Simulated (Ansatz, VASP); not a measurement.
# AlN: VASP beside Ansatz

```
CELL_PARAMETERS angstrom
3.11100 0.00000 0.00000
-1.55550 2.69421 0.00000
0.00000 0.00000 4.87844
ATOMIC_POSITIONS crystal
Al 0.33333 0.66667 0.00000
Al 0.66667 0.33333 0.50000
N 0.33333 0.66667 0.38500
N 0.66667 0.33333 0.88500
```

Change from the starting cell: zz strain of -2 %, crystal datasets.

Alike in both runs: task electric field gradients; functional PBE; k mesh 11 × 11 × 6; occupations fermi-dirac, width 0.02 eV; no spin polarisation.

```csv
,VASP,Ansatz
version,VASP 6.6.1,Ansatz 0.2.0
potentials or method,"VASP PAW PBE potentials, release 64 (Al, N), cutoff 520 eV","all-electron PAW with datasets made for the crystal, scalar-relativistic"
```

|  | VASP | Ansatz | Ansatz less VASP |
| --- | --- | --- | --- |
| gap on the k mesh at the Fermi level (eV) | 4.29 | 4.29 | -0.003 |
| pressure (GPa) | 7.9 | 8.1 | +0.15 |
| traceless stress, the component that is largest in VASP (GPa) | 4.09 | 4.02 | -0.076 |
| rms of the force components (eV/Å) | 0.053 | 0.052 | -0.0005 |
| size of Vzz on the site where it differs most (V/Å²) | 3.9 | 4.2 | +0.27 |

Atom by atom the forces differ by 0.001 eV/Å (rms over components). Ansatz ran all-electron here, and VASP with PAW potentials.
